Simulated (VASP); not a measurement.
# SiC: single point with r2SCAN

The system is SiC.

```
Si C
1.0
     3.09500    0.00000    0.00000
    -1.54750    2.68035    0.00000
     0.00000    0.00000   15.18644
Si C
6 6
Cartesian
  0.0000 0.0000 1.8989
  0.0000 0.0000 9.4921
  0.0000 1.7869 4.4317
  1.5475 0.8934 12.0249
  0.0000 1.7869 14.5533
  1.5475 0.8934 6.9601
  0.0000 0.0000 -0.0047
  0.0000 0.0000 7.5885
  0.0000 1.7869 2.5335
  1.5475 0.8934 10.1268
  0.0000 1.7869 12.6551
  1.5475 0.8934 5.0619
```

```json
{
 "Program": "VASP 6.6.1",
 "Task": "single point",
 "Functional": "r2SCAN",
 "Potentials or basis": "VASP PAW PBE potentials, release 64 (Si, C)",
 "Cutoff": "520 eV",
 "k mesh": "12 × 12 × 2",
 "Occupations": "gaussian, width 0.02 eV",
 "Spin": "no spin polarisation",
 "Dipole correction": "no",
 "Further INCAR settings": "ALGO = Normal; EDIFF = 1e-07; NBANDS = 36"
}
```

```yaml
Pressure: -3.7 GPa
Largest_force: 0.006 eV/Å
Band_gap_on_the_k_mesh: 2.40 eV (least direct gap 3.55 eV)
```

Forces on the atoms (eV/Å):
```
Si   0.000  0.000  0.004
Si   0.000  0.000  0.004
Si   0.000  0.000 -0.002
Si   0.000  0.000 -0.002
Si   0.000  0.000 -0.004
Si   0.000  0.000 -0.004
C    0.000  0.000 -0.004
C    0.000  0.000 -0.004
C    0.000  0.000  0.006
C    0.000  0.000  0.006
C    0.000  0.000 -0.001
C    0.000  0.000 -0.001
```

Stress tensor (GPa, compression positive):
```
-3.72  0.00  0.00
 0.00 -3.72  0.00
 0.00  0.00 -3.63
```

Levels at points of the mesh, in eV from the valence-band top:
| k point | band 20 | band 21 | band 22 | band 23 | band 24 | band 25 | band 26 | band 27 | band 28 | band 29 |
| --- | --- | --- | --- | --- | --- | --- | --- | --- | --- | --- |
| (0.00, 0.00, 0.00) | -0.32 | -0.32 | -0.03 | 0.00 | 0.00 | 5.61 | 5.78 | 6.18 | 6.70 | 6.72 |
| (0.50, 0.00, 0.00) | -2.33 | -1.88 | -1.86 | -1.70 | -1.15 | 2.40 | 2.60 | 3.64 | 4.31 | 5.05 |
| (0.00, 0.00, 0.50) | -0.67 | -0.10 | -0.10 | -0.10 | -0.10 | 5.68 | 5.68 | 6.42 | 6.42 | 7.10 |
| (0.50, 0.00, 0.50) | -2.44 | -1.78 | -1.78 | -1.36 | -1.36 | 2.45 | 2.45 | 3.86 | 3.86 | 5.26 |

Run time: 21 min on 1 thread of Intel Xeon 8259CL (shared host), peak memory 0.35 GiB.

Caveat: the cell stands under tension; the PAW data sets were made with another functional, which shifts forces and pressure a little. r2SCAN opens gaps a little over a GGA but as a rule still falls short of measured ones.
